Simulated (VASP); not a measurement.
Runs of VASP 6.6.1 on Pt3Pb. The structure is that of space group Pm-3m (No. 221), or close to it. The cells are those of the table. 

| task | cell | gap on the mesh (eV) | pressure (GPa) |
| --- | --- | --- | --- |
| electric field gradients | a = 4.058 Å, angles 91.1°, 4 atoms | none | -2.0 |
| single point | a = 4.058 Å, angles 88.8°, 4 atoms | none | -2.0 |
| single point | a = 4.058 Å, angles 89.4°, 4 atoms | none | -2.2 |
| single point | a = 4.058 Å, angles 91.1°, 4 atoms | none | -2.0 |
| single point | a = 4.058, b = 4.058, c = 4.017 Å, 4 atoms | none | -0.1 |
| single point | a = 4.058, b = 4.058, c = 4.139 Å, 4 atoms | none | (a) |
| electric field gradients | a = 4.058, b = 4.058, c = 4.017 Å, 4 atoms | none | -0.1 |
| single point | a = 4.058, b = 4.058, c = 3.977 Å, 4 atoms | none | 2.3 |
| single point | a = 4.058, b = 4.058, c = 4.099 Å, 4 atoms | none | -4.3 |
| single point | a = 4.058 Å, angles 90.6°, 4 atoms | none | -2.2 |

Alike in all rows: level LDA; potentials or basis VASP PAW LDA potentials, release 64 (Pt, Pb_d); no spin polarisation; k mesh 9 × 9 × 9; cutoff (eV) 520; smearing fermi-dirac 0.03 eV.

**Question.** Estimate the missing entries.

**Answer.** (a) -6.1.

Caveats: spin-orbit coupling is left out, which moves the levels of the heavy elements; the cell stands under tension (at least some runs).

A k mesh can miss the band edges, and the runs leave out spin-orbit coupling on Pb, Pt.

A gap of «none» marks levels without a gap at the run's occupations.
